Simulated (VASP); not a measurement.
# Be (P6_3/mmc) in VASP: notebook

Runs on Be. Level: PBEsol. Tasks: single point.

Program: VASP 6.6.1. These are calculated values, not measurements. Logs are shortened: lines on timing, memory, paths and dates and some standing lists are left out, and cuts for length are marked.

## 1. The cell of the first run

The structure is hexagonal, space group P6_3/mmc (No. 194). The conventional cell has a = 2.394 Å, b = 2.394 Å, c = 3.755 Å, α = 90.00°, β = 90.00°, γ = 120.00°. Within 3.1 Å of Be (site symmetry -6m2) lie 12 Be at 2.33 to 2.39 Å.

## 2. Single point, PBEsol (volume scaled by 1.15)

Contents of INCAR:

```
PREC = Accurate ; ENCUT = 600
EDIFF = 1E-6 ; ISMEAR = -5
SIGMA = 0.1 ; LREAL = F
LASPH = T ; NELM = 120
ALGO = Normal ; ISIF = 2
LWAVE = F ; LCHARG = F
GGA = PS ; NBANDS = 9
GGA_COMPAT = F
```

Contents of KPOINTS:

```
regular mesh
0
Gamma
  13 13 8
```

Contents of POSCAR:

```
Be
1.0
    2.3942849400      0.0000000000      0.0000000000
   -1.1971424700      2.0735115819      0.0000000000
    0.0000000000      0.0000000000      3.7551289000
Be
2
Direct
    0.6666666667      0.3333333333      0.7500000000
    0.3333333333      0.6666666667      0.2500000000
```

Potentials or basis: VASP PAW PBE potentials, release 64 (Be).

Started as:

```sh
> cat potpaw_PBE.64/Be/POTCAR > POTCAR
> mpirun -np 1 vasp_std > vasp.out
```

OUTCAR:

```text
PREC = Accurate
   ENCUT = 600
   EDIFF = 1E-6
   ISMEAR = -5
   LREAL = F
   LASPH = T
   NELM = 120
   ISIF = 2
   GGA = PS

 ion  position               nearest neighbor table
   1  0.667  0.333  0.750-   2 2.33   2 2.33   2 2.33   2 2.33   2 2.33   2 2.33
   2  0.333  0.667  0.250-   1 2.33   1 2.33   1 2.33   1 2.33   1 2.33   1 2.33

  LATTYP: Found a hexagonal cell.
 ALAT       =     2.3942849400
 C/A-ratio  =     1.5683717661

  Lattice vectors:

 A1 = (   2.3942849400,   0.0000000000,   0.0000000000)
 A2 = (  -1.1971424700,   2.0735115819,   0.0000000000)
 A3 = (   0.0000000000,   0.0000000000,   3.7551289000)

Analysis of symmetry for initial positions (statically):
=====================================================================
 Subroutine PRICEL returns:
 Original cell was already a primitive cell.

 Routine SETGRP: Setting up the symmetry group for a
 hexagonal supercell.

 Subroutine GETGRP returns: Found 24 space group operations
 (whereof 12 operations were pure point group operations)
 out of a pool of 24 trial point group operations.

The static configuration has the point symmetry D_3d.
 The point group associated with its full space group is D_6h.

Analysis of symmetry for dynamics (positions and initial velocities):
=====================================================================
 Subroutine PRICEL returns:
 Original cell was already a primitive cell.

 Routine SETGRP: Setting up the symmetry group for a
 hexagonal supercell.

 Subroutine GETGRP returns: Found 24 space group operations
 (whereof 12 operations were pure point group operations)
 out of a pool of 24 trial point group operations.

The dynamic configuration has the point symmetry D_3d.
 The point group associated with its full space group is D_6h.

 Subroutine INISYM returns: Found 24 space group operations
 (whereof 12 operations are pure point group operations),
 and found     1 'primitive' translations

----------------------------------------------------------------------------------------

                                     Primitive cell

  volume of cell :      18.6426

  direct lattice vectors                    reciprocal lattice vectors
     2.394284940  0.000000000  0.000000000     0.417661233  0.241136825  0.000000000
    -1.197142470  2.073511582  0.000000000     0.000000000  0.482273651  0.000000000
     0.000000000  0.000000000  3.755128900     0.000000000  0.000000000  0.266302443

  length of vectors
     2.394284940  2.394284940  3.755128900     0.482273651  0.482273651  0.266302443

  position of ions in fractional coordinates (direct lattice)
     0.666666667  0.333333333  0.750000000
     0.333333333  0.666666667  0.250000000

  ion indices of the primitive-cell ions
   primitive index   ion index
                 1           1
                 2           2

----------------------------------------------------------------------------------------

 KPOINTS: regular mesh

Automatic generation of k-mesh.
 Grid dimensions read from file:
 generate k-points for:   13   13    8

 Generating k-lattice:

  Cartesian coordinates                     Fractional coordinates (reciprocal lattice)
     0.032127787  0.018548987  0.000000000     0.076923077  0.000000000  0.000000000
     0.000000000  0.037097973  0.000000000     0.000000000  0.076923077  0.000000000
     0.000000000  0.000000000  0.033287805     0.000000000  0.000000000  0.125000000

  Length of vectors
     0.037097973  0.037097973  0.033287805

  Shift w.r.t. Gamma in fractional coordinates (k-lattice)
     0.000000000  0.000000000  0.000000000

 TETIRR: Found   1404 inequivalent tetrahedra from     8112

 Subroutine IBZKPT returns following result:
 ===========================================

 Found    105 irreducible k-points:

 Following reciprocal coordinates:
            Coordinates               Weight
  0.000000  0.000000  0.000000      1.000000
  0.076923 -0.000000  0.000000      6.000000
  0.153846 -0.000000  0.000000      6.000000
  0.230769 -0.000000  0.000000      6.000000
  0.307692 -0.000000  0.000000      6.000000
  0.384615 -0.000000  0.000000      6.000000
[... 16 lines left out ...]
  0.076923 -0.000000  0.125000     12.000000
  0.153846 -0.000000  0.125000     12.000000
 [... further k-points ...]
   k-points           NKPTS =    105   k-points in BZ     NKDIM =    105   number of bands    NBANDS=      9
   number of dos      NEDOS =    301   number of ions     NIONS =      2
   total plane-waves  NPLWV =  12000
   dimension x,y,z NGX =    20 NGY =   20 NGZ =   30
   dimension x,y,z NGXF=    40 NGYF=   40 NGZF=   60
   ions per type =               2
   NGX,Y,Z   is equivalent  to a cutoff of  13.89, 13.89, 13.28 a.u.
   NGXF,Y,Z  is equivalent  to a cutoff of  27.77, 27.77, 26.56 a.u.
 SYSTEM =  unknown system
   PREC   = accura    normal or accurate (medium, high low for compatibility)
   ISTART =      0    job   : 0-new  1-cont  2-samecut
   ICHARG =      2    charge: 1-file 2-atom 10-const
   ISPIN  =      1    spin polarized calculation?
   LNONCOLLINEAR =      F non collinear calculations
   LSORBIT =      F    spin-orbit coupling
   LASPH  =      T    aspherical Exc in radial PAW
   ENCUT  =  600.0 eV  44.10 Ry    6.64 a.u.   4.78  4.78  7.50*2*pi/ulx,y,z
   NELM   =    120;   NELMIN=  2; NELMDL= -5     # of ELM steps
   EDIFF  = 0.1E-05   stopping-criterion for ELM
   LREAL  =      F    real-space projection
   EDIFFG = 0.1E-04   stopping-criterion for IOM
   NSW    =      0    number of steps for IOM
   IBRION =     -1    ionic relax: 0-MD 1-quasi-New 2-CG
   NFREE  =      0    steps in history (QN), initial steepest desc. (CG)
   ISIF   =      2    stress and relaxation
   ISYM   =      2    0-nonsym 1-usesym 2-fastsym
   POTIM  = 0.5000    time-step for ionic-motion
   TEBEG  =    0.0;   TEEND  =   0.0 temperature during run
   PSTRESS=    0.0 pullay stress
   NELECT =       4.0000    total number of electrons
   NUPDOWN=      -1.0000    fix difference up-down
   EMIN   =  10.00;   EMAX   =-10.00  energy-range for DOS
   EFERMI =   0.00;   METHOD = LEGACY
   ISMEAR =    -5;   SIGMA  =   0.10  broadening in eV -4-tet -1-fermi 0-gaus
   EFERMI_NEDOS =   21; number of points for ismear=-14 and -15
   IALGO  =     38    algorithm
   IMIX   =      4    mixing-type and parameters
     AMIX     =   0.40;   BMIX     =  1.00
     AMIX_MAG =   1.60;   BMIX_MAG =  1.00
  volume/ion in A,a.u.               =       9.32        62.90
  Fermi-wavevector in a.u.,A,eV,Ry     =   0.980075  1.852072 13.069023  0.960546
  Thomas-Fermi vector in A             =   2.110977
   LORBIT       =      0    0 simple, 1 ext, 2 COOP (PROOUT), +10 PAW based schemes
   GGA     = PS    functional components
   LHFCALC =     F    Hartree Fock is set to
   AEXX    =    0.0000 exact exchange contribution
   IVDW    =     0    specifies the selected vdW correction
   LEPSILON=     F    determine dielectric tensor
   LRPA    =     F    only Hartree local field effects (RPA)
 non-spin polarized calculation
 Fermi weights with tetrahedron method with Bloechl corrections
  energy-cutoff  :      600.00
  volume of cell :       18.64
 maximum number of plane-waves:       638
 NGX is ok and might be reduce to    20
   NGX =  9   NGY =  9   NGZ = 15

 number of electron       4.0000000 magnetization

 Free energy of the ion-electron system (eV)
  ---------------------------------------------------
  ext. energy  EPLUGINS =         0.00000000
  ---------------------------------------------------
  free energy    TOTEN  =        -7.82948410 eV

  energy without entropy =       -7.82948410  energy(sigma->0) =       -7.82948410

 E-fermi :   5.6681     XC(G=0): -10.0808

 val. band max:        5.9763110629   @ k =   0.3077   0.0769   0.0000
 cond. band min:       5.2922885380   @ k =   0.3077   0.3077   0.0000
 fundamental gap:     -0.6840225249
 Fermi energy:         5.6681059214

 k-point     1 :       0.0000    0.0000    0.0000
  band No.  band energies     occupation
      1      -4.7112      2.00000
      2       1.8793      2.00000
      3       6.4210      0.00000
      4      19.7209      0.00000
      5      19.7209      0.00000
      6      22.2684      0.00000
      7      22.2684      0.00000
      8      24.1262      0.00000
      9      30.1988      0.00000

 k-point     2 :       0.0769   -0.0000    0.0000
  band No.  band energies     occupation
      1      -4.5525      2.00000
      2       2.0776      2.00000
      3       6.4874      0.00000
      4      18.5383      0.00000
      5      18.9112      0.00000
      6      22.2253      0.00000
      7      22.6202      0.00000
      8      23.8343      0.00000
      9      28.0828      0.00000

 k-point     3 :       0.1538   -0.0000    0.0000
  band No.  band energies     occupation
      1      -4.0761      2.00000
      2       2.6714      2.00000
      3       6.6653      0.00000
      4      15.9660      0.00000
      5      17.5027      0.00000
      6      21.8939      0.00000
      7      22.6625      0.00000
      8      22.7410      0.00000
      9      25.3955      0.00000

 k-point     4 :       0.2308   -0.0000    0.0000
  band No.  band energies     occupation
      1      -3.2824      2.00000
      2       3.6556      2.00000
      3       6.8370      0.00000
      4      13.2306      0.00000
      5      16.1833      0.00000
      6      20.5442      0.00000
      7      20.6931      0.00000
      8      22.1445      0.00000
      9      23.5157      0.00000
[... 205 lines left out ...]
 k-point    22 :       0.0000    0.0000    0.1250
  band No.  band energies     occupation
      1      -4.5839      2.00000
      2       1.1302      2.00000
      3       7.4500      0.00000
      4      19.8286      0.00000
      5      19.8286      0.00000
      6      22.2201      0.00000
      7      22.2201      0.00000
      8      23.2913      0.00000
      9      30.7651      0.00000

 k-point    23 :       0.0769   -0.0000    0.1250
  band No.  band energies     occupation
      1      -4.4251      2.00000
      2       1.3126      2.00000
      3       7.5309      0.00000
      4      18.6552      0.00000
      5      19.0328      0.00000
      6      22.0716      0.00000
      7      22.4811      0.00000
      8      23.1489      0.00000
      9      28.0586      0.00000

 k-point    24 :       0.1538   -0.0000    0.1250
  band No.  band energies     occupation
      1      -3.9486      2.00000
      2       1.8541      2.00000
      3       7.7537      0.00000
      4      16.0841      0.00000
      5      17.6383      0.00000
      6      21.4485      0.00000
      7      22.3098      0.00000
      8      22.3544      0.00000
      9      25.5648      0.00000

 [... further k-points ...]

------------------------ aborting loop because EDIFF is reached ----------------------------------------

  FORCE on cell =-STRESS in cart. coord.  units (eV):
  Direction    XX          YY          ZZ          XY          YZ          ZX
  --------------------------------------------------------------------------------------
  -------------------------------------------------------------------------------------
  Total       -1.8564686     -1.8564686     -1.8492159      0.0000000     -0.0000000      0.0000000
  in kB     -159.5478842   -159.5478842   -158.9245722      0.0000000     -0.0000000      0.0000000
  external PRESSURE =    -159.3401136 kB  Pullay stress =       0.0000000 kB

 VOLUME and BASIS-vectors are now :
 -----------------------------------------------------------------------------
  energy-cutoff  :      600.00
  volume of cell :       18.64
      direct lattice vectors                 reciprocal lattice vectors
     2.394284940  0.000000000  0.000000000     0.417661233  0.241136825  0.000000000
    -1.197142470  2.073511582  0.000000000     0.000000000  0.482273651  0.000000000
     0.000000000  0.000000000  3.755128900     0.000000000  0.000000000  0.266302443

 POSITION                                       TOTAL-FORCE (eV/Angst)
 -----------------------------------------------------------------------------------
      1.19714      0.69117      2.81635        -0.000000      0.000000      0.000000
     -0.00000      1.38234      0.93878         0.000000     -0.000000      0.000000
 -----------------------------------------------------------------------------------
    total drift:                                0.000000     -0.000000      0.000000

  FREE ENERGIE OF THE ION-ELECTRON SYSTEM (eV)
  ---------------------------------------------------
  free  energy   TOTEN  =        -7.8294841019 eV

  energy  without entropy=       -7.8294841019  energy(sigma->0) =       -7.82948410
```

Wall time 20 s (1 thread of Intel Xeon Platinum 8488C (Sapphire Rapids), shared host); peak memory 0.14 GiB.

What came out:

- Free energy: -7.8295 eV
- Pressure: -15.9 GPa
- Band gap on the k mesh: zero (band 2 reaches 6.77 eV, above the bottom of band 3 at 5.23 eV)

Levels at points of the mesh, in eV from the Fermi level:
```
           k point  band 1  band 2  band 3  band 4  band 5  band 6  band 7
(0.00, 0.00, 0.00)  -10.38   -3.79    0.75   14.05   14.05   16.60   16.60
(0.00, 0.00, 0.50)   -8.35   -8.35    9.60    9.60   15.50   15.50   15.50
```

Caveat: the cell differs from its parent crystal (volume scaled by 1.15); the PAW data sets were made with another functional, which shifts forces and pressure a little; tetrahedron occupations give inexact forces and stress in metals.

## 3. Single point, PBEsol

This run uses another cell than the first one, of 6.54 Å³/atom, 0.702 times its volume.

Contents of INCAR:

```
PREC     = Accurate       # precision mode
ENCUT    = 520            # plane-wave cutoff, eV
EDIFF    = 1E-6           # SCF threshold, eV
ISMEAR   = -1             # smearing method
SIGMA    = 0.05           # smearing width, eV
LREAL    = False          # projectors in reciprocal space
LASPH    = True           # aspherical terms in the spheres
NELM     = 100            # most SCF steps
ALGO     = Normal         # electronic algorithm
ISIF     = 2              # what is computed and relaxed
LWAVE    = False          # write WAVECAR
LCHARG   = True           # write CHGCAR
GGA      = PS             # functional
LELF     = True           # ELF
LVHAR    = True         
NBANDS   = 9              # bands
```

KPOINTS is that of step 2.

Contents of POSCAR:

```
Be
1.0
    2.1228987079      0.0000000000      0.0000000000
   -1.0614493540      1.8384842107      0.0000000000
    0.0000000000      0.0000000000      3.3537384526
Be
2
Direct
    0.6666666667      0.3333333333      0.7500000000
    0.3333333333      0.6666666667      0.2500000000
```

Potentials or basis: VASP PAW PBE potentials, release 64 (Be).

Started as:

```sh
> cat potpaw_PBE.64/Be/POTCAR > POTCAR
> mpirun -np 1 vasp_std > vasp.out
```

Run time: 5.5 s. Hardware: 1 thread of Intel Xeon Platinum 8259CL at 2.50GHz (Skylake/Cascade Lake), shared host; peak memory 0.12 GiB.

The run converged. Its results:

| Property | Result |
| --- | --- |
| Free energy | -7.7709 eV |
| Pressure | 30.8 GPa |
| Band gap on the k mesh | zero (band 2 reaches 9.82 eV, above the bottom of band 3 at 8.13 eV) |

Stress tensor (GPa, compression positive):
```
30.78  0.00  0.00
 0.00 30.78  0.00
 0.00  0.00 30.88
```

Levels at points of the mesh, in eV from the Fermi level:
```
           k point  band 1  band 2  band 3  band 4  band 5  band 6
(0.00, 0.00, 0.00)  -12.15   -4.99    2.02   18.83   18.83   22.06
(0.00, 0.00, 0.50)   -9.86   -9.86   12.51   12.51   20.76   20.76
```

Caveat: the PAW data sets were made with another functional, which shifts forces and pressure a little.
